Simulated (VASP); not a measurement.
Here is a VASP 6.6.1 calculation.

INCAR

```
  PREC = Accurate
  ENCUT = 520
  EDIFF = 1E-6
  ISMEAR = 0
  SIGMA = 0.1
  LREAL = F
  LASPH = T
  NELM = 80
  ALGO = Fast
  ISIF = 2
  LWAVE = F
  LCHARG = F
  LDIPOL = T
  IDIPOL = 3
  DIPOL = 0.5 0.5 0.328
  GGA = PE
  IBRION = 2
  NSW = 36
  EDIFFG = -0.025
  KPAR = 4
```

KPOINTS

```
regular mesh
0
Gamma
  7 7 1
```

Contents of POSCAR:

```
CuGe4
1.0
    4.0740542205      0.0000000000      0.0000000000
    0.0000000000      4.0740542205      0.0000000000
    0.0000000000      0.0000000000     19.8557568590
Ge Cu
4 1
Selective dynamics
Direct
    0.0000000000      0.5000000000      0.2014529100  F F F
    0.0000000000      0.0000000000      0.2739958855  F F F
    0.5000000000      0.0000000000      0.3493666156  F F F
    0.5000000000      0.5000000000      0.4208228837  F F F
    1.0000000000      0.8750000000      0.3946340054  F F T
```

Potentials or basis: VASP PAW PBE potentials, release 64 (Ge_d, Cu).

The run is started by

```bash
$ cat potpaw_PBE.64/Ge_d/POTCAR potpaw_PBE.64/Cu/POTCAR > POTCAR
$ mpirun -np 4 vasp_std > vasp.out
```

(1) Estimate the energy gained by relaxing.

(2) What does it give for the band gap on the k mesh?

Results:

(1) 48.6 meV/atom.

(2) zero (an odd number of electrons rules out a gap without spin polarisation).

Caveat: an odd number of electrons without spin polarisation forces a metal; a magnetic or distorted state may lie lower.
